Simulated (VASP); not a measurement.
CaSe, 2 atoms in the cell. Symmetry: F-43m, No. 216, cubic system. Conventional cell: a = 6.425 Å, b = 6.425 Å, c = 6.425 Å, α = 90.00°, β = 90.00°, γ = 90.00°. Ca (site symmetry -43m) has 4 Se at 2.78 Å within 3.7 Å. Se (site symmetry -43m) has 4 Ca at 2.78 Å within 3.7 Å.  This cell differs from its parent crystal: volume changed by -6%.

| Quantity | Value |
| --- | --- |
| Program | VASP 6.6.1 |
| Task | single point |
| Functional | r2SCAN |
| Potentials or basis | VASP PAW PBE potentials, release 64 (Ca_sv, Se) |
| Cutoff | 520 eV |
| k mesh | 6 × 6 × 6 |
| Occupations | gaussian, width 0.01 eV |
| Spin | no spin polarisation |
| Dipole correction | no |
| Further INCAR settings | ALGO = Normal; EDIFF = 1e-06; NBANDS = 15 |

Potentials or basis: VASP PAW PBE potentials, release 64 (Ca_sv, Se).

The run is started by

```bash
$ cat potpaw_PBE.64/Ca_sv/POTCAR potpaw_PBE.64/Se/POTCAR > POTCAR
$ cp INCAR.step1 INCAR
$ mpirun -np 1 vasp_std > vasp.out
$ cp INCAR.step2 INCAR
$ mpirun -np 1 vasp_std > vasp.out
```

Hardware: 1 thread of AMD EPYC 7R43 64-Core Processor (Zen 3) (shared host).

Problem. How long does it take, and how much memory?

Solution. Run time: 86 s on 1 thread of AMD EPYC 7R43 64-Core Processor (Zen 3) (shared host), peak memory 0.18 GiB. Counts: k points 16.
